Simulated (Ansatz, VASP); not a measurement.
# Si2Mo in VASP and in Ansatz

The input INCAR:

```
SYSTEM = Si2Mo
PREC = Accurate
ENCUT = 520
EDIFF = 1E-6
ISMEAR = 1
SIGMA = 0.1
LREAL = Auto
LASPH = .TRUE.
NELM = 60
ALGO = Normal
ISIF = 2
LWAVE = .FALSE.
LCHARG = .FALSE.
GGA = PE
NBANDS = 156
```

File KPOINTS:

```
Automatic mesh
0
G
  1 1 1
  0 0 0
```

The input POSCAR:

```
Si2Mo
1.0
   -3.2169367621      3.2169367621      7.8733419947
    3.2169367621     -3.2169367621      7.8733419947
    4.8254051432      4.8254051432    -11.8100129921
Si Mo
24 12
Direct
    0.3324631407      0.3324631407      0.0000000000
    0.1675368593      0.1675368593      0.0000000000
    0.3324631407      0.3324631407      0.3333333333
    0.1675368593      0.1675368593      0.3333333333
    0.3324631407      0.3324631407      0.6666666667
    0.1675368593      0.1675368593      0.6666666667
    0.3324631407      0.8324631407      0.0000000000
    0.1675368593      0.6675368593      0.0000000000
    0.3324631407      0.8324631407      0.3333333333
    0.1675368593      0.6675368593      0.3333333333
    0.3324631407      0.8324631407      0.6666666667
    0.1675368593      0.6675368593      0.6666666667
    0.8324631407      0.3324631407      0.0000000000
    0.6675368593      0.1675368593      0.0000000000
    0.8324631407      0.3324631407      0.3333333333
    0.6675368593      0.1675368593      0.3333333333
    0.8324631407      0.3324631407      0.6666666667
    0.6675368593      0.1675368593      0.6666666667
    0.8324631407      0.8324631407      0.0000000000
    0.6675368593      0.6675368593      0.0000000000
    0.8324631407      0.8324631407      0.3333333333
    0.6675368593      0.6675368593      0.3333333333
    0.8324631407      0.8324631407      0.6666666667
    0.6675368593      0.6675368593      0.6666666667
    0.0000000000      0.0000000000      0.0000000000
    0.0000000000      0.0000000000      0.3333333333
    0.0000000000      0.0000000000      0.6666666667
    0.0000000000      0.5000000000      0.0000000000
    0.0000000000      0.5000000000      0.3333333333
    0.0000000000      0.5000000000      0.6666666667
    0.5000000000      0.0000000000      0.0000000000
    0.5000000000      0.0000000000      0.3333333333
    0.5000000000      0.0000000000      0.6666666667
    0.5000000000      0.5000000000      0.0000000000
    0.5000000000      0.5000000000      0.3333333333
    0.5000000000      0.5000000000      0.6666666667
```

Input for Ansatz:

```yaml
crystal:
  lattice:
    - [-3.2169367621, 3.2169367621, 7.8733419947]
    - [3.2169367621, -3.2169367621, 7.8733419947]
    - [4.8254051432, 4.8254051432, -11.8100129921]
  atoms:
    - { symbol: Si, position: [0.3324631407, 0.3324631407, 0.0] }
    - { symbol: Si, position: [0.1675368593, 0.1675368593, 0.0] }
    - { symbol: Mo, position: [0.0, 0.0, 0.0] }
    - { symbol: Si, position: [0.3324631407, 0.3324631407, 0.3333333333] }
    - { symbol: Si, position: [0.1675368593, 0.1675368593, 0.3333333333] }
    - { symbol: Mo, position: [0.0, 0.0, 0.3333333333] }
    - { symbol: Si, position: [0.3324631407, 0.3324631407, 0.6666666667] }
    - { symbol: Si, position: [0.1675368593, 0.1675368593, 0.6666666667] }
    - { symbol: Mo, position: [0.0, 0.0, 0.6666666667] }
    - { symbol: Si, position: [0.3324631407, 0.8324631407, 0.0] }
    - { symbol: Si, position: [0.1675368593, 0.6675368593, 0.0] }
    - { symbol: Mo, position: [0.0, 0.5, 0.0] }
    - { symbol: Si, position: [0.3324631407, 0.8324631407, 0.3333333333] }
    - { symbol: Si, position: [0.1675368593, 0.6675368593, 0.3333333333] }
    - { symbol: Mo, position: [0.0, 0.5, 0.3333333333] }
    - { symbol: Si, position: [0.3324631407, 0.8324631407, 0.6666666667] }
    - { symbol: Si, position: [0.1675368593, 0.6675368593, 0.6666666667] }
    - { symbol: Mo, position: [0.0, 0.5, 0.6666666667] }
    - { symbol: Si, position: [0.8324631407, 0.3324631407, 0.0] }
    - { symbol: Si, position: [0.6675368593, 0.1675368593, 0.0] }
    - { symbol: Mo, position: [0.5, 0.0, 0.0] }
    - { symbol: Si, position: [0.8324631407, 0.3324631407, 0.3333333333] }
    - { symbol: Si, position: [0.6675368593, 0.1675368593, 0.3333333333] }
    - { symbol: Mo, position: [0.5, 0.0, 0.3333333333] }
    - { symbol: Si, position: [0.8324631407, 0.3324631407, 0.6666666667] }
    - { symbol: Si, position: [0.6675368593, 0.1675368593, 0.6666666667] }
    - { symbol: Mo, position: [0.5, 0.0, 0.6666666667] }
    - { symbol: Si, position: [0.8324631407, 0.8324631407, 0.0] }
    - { symbol: Si, position: [0.6675368593, 0.6675368593, 0.0] }
    - { symbol: Mo, position: [0.5, 0.5, 0.0] }
    - { symbol: Si, position: [0.8324631407, 0.8324631407, 0.3333333333] }
    - { symbol: Si, position: [0.6675368593, 0.6675368593, 0.3333333333] }
    - { symbol: Mo, position: [0.5, 0.5, 0.3333333333] }
    - { symbol: Si, position: [0.8324631407, 0.8324631407, 0.6666666667] }
    - { symbol: Si, position: [0.6675368593, 0.6675368593, 0.6666666667] }
    - { symbol: Mo, position: [0.5, 0.5, 0.6666666667] }
basis:
  ecutwfc: 420
  xc_grid: 2
hamiltonian:
  xc: pbe
  pseudopotentials: { kind: paw, azcp: { folder: soft_1 } }
kpoints:
  mp_grid: { grid: [1, 1, 1] }
scf:
  occupations: { method: methfessel_paxton, width: 0.1 }
  max_iter: 120
output:
  forces: true
```

Alike in both runs: task single point; functional PBE; k mesh 1 × 1 × 1; occupations methfessel-paxton of order 1, width 0.1 eV; no spin polarisation.

```csv
,VASP,Ansatz
version,VASP 6.6.1,Ansatz 0.2.0
potentials or method,"VASP PAW PBE potentials, release 64 (Si, Mo_sv), cutoff 520 eV",plane-wave PAW DFT
valence electrons in the cell,264,264
```

Ansatz gave:

- rms of the force components (eV/Å): 0.079

**Question.** Which values does VASP return?

**Answer.** rms of the force components (eV/Å): 0.078.

The k mesh is coarse, so the values compare programs but aren't converged.
